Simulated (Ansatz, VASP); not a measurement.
# Two plane-wave programs on AlCr3Ga4

File INCAR:

```
SYSTEM = AlCr3Ga4
ALGO     = Normal         ! electronic algorithm
EDIFF    = 1E-6           ! SCF threshold, eV
ENCUT    = 520            ! plane-wave cutoff, eV
GGA      = PE             ! functional
ISIF     = 2              ! what is computed and relaxed
ISMEAR   = -1             ! smearing method
LASPH    = .True.         ! aspherical terms in the spheres
LCHARG   = .True.         ! write CHGCAR
LELF     = .True.         ! ELF
LREAL    = .False.        ! projectors in reciprocal space
LVHAR    = .True.       
LWAVE    = .False.        ! write WAVECAR
NBANDS   = 56             ! bands
NELM     = 80             ! most SCF steps
PREC     = Accurate       ! precision mode
SIGMA    = 0.1            ! smearing width, eV
```

File KPOINTS:

```
k-points
0
Gamma
  5 2 5
  0 0 0
```

The input POSCAR:

```
AlCr3Ga4
1.0
    3.4456460000      0.0000000000      0.0000000000
    0.0000000000      9.2616180000      0.0000000000
    0.0000000000      0.0000000000      3.4225200000
Cr Al Ga
3 1 4
Direct
    0.0000000000      0.3120000000      0.0000000000
    0.0000000000      0.6880000000      0.0000000000
    0.5000000000      0.0000000000      0.0000000000
    0.5000000000      0.5000000000      0.5000000000
    0.5000000000      0.2120000000      0.5000000000
    0.5000000000      0.7880000000      0.5000000000
    0.0000000000      0.1060000000      0.5000000000
    0.0000000000      0.8940000000      0.5000000000
```

Input for Ansatz:

```yaml
crystal:
  lattice:
    - [3.445646, 0.0, 0.0]
    - [0.0, 9.261618, 0.0]
    - [0.0, 0.0, 3.42252]
  atoms:
    - { symbol: Cr, position: [0.0, 0.312, 0.0] }
    - { symbol: Cr, position: [0.0, 0.688, 0.0] }
    - { symbol: Al, position: [0.5, 0.5, 0.5] }
    - { symbol: Ga, position: [0.5, 0.212, 0.5] }
    - { symbol: Ga, position: [0.5, 0.788, 0.5] }
    - { symbol: Ga, position: [0.0, 0.106, 0.5] }
    - { symbol: Ga, position: [0.0, 0.894, 0.5] }
    - { symbol: Cr, position: [0.5, 0.0, 0.0] }
  symmetry: { tolerance: 0.0003 }
kpoints:
  mp_grid: { grid: [5, 2, 5], shift: [0, 0, 0] }
magnetization:
  spin_polarized: false
scf:
  occupations: { method: fermi_dirac }
hamiltonian:
  pseudopotentials: { kind: paw }
  xc: pbe
basis:
  ecutwfc: 420
output:
  forces: true
  stress: true
  eigenvalues: true
  write_density: true
  write_potential: true
  elf: true
  volumetric_format: npy
```

Alike in both runs: task single point; functional PBE; k mesh 5 × 2 × 5; no spin polarisation.

|  | VASP | Ansatz |
| --- | --- | --- |
| version | VASP 6.6.1 | Ansatz 0.2.0 |
| potentials or method | VASP PAW PBE potentials, release 64 (Cr_pv, Al, Ga_d), cutoff 520 eV | PAW plane waves |
| occupations | fermi-dirac, width 0.1 eV | fermi-dirac |
| valence electrons in the cell | 91 | 97 |

Ansatz gave:

- gap on the k mesh at the Fermi level (eV): none
- rms of the force components (eV/Å): 2.440

Which values does VASP return?

gap on the k mesh at the Fermi level (eV): none; rms of the force components (eV/Å): 2.510.

A gap of «none» marks a metal or a gap that the smearing closes. VASP's potentials hold 91 valence electrons a cell and Ansatz's 97, so a difference there can come from the potentials and not from the codes.

The k mesh is coarse, so the values compare programs but aren't converged.
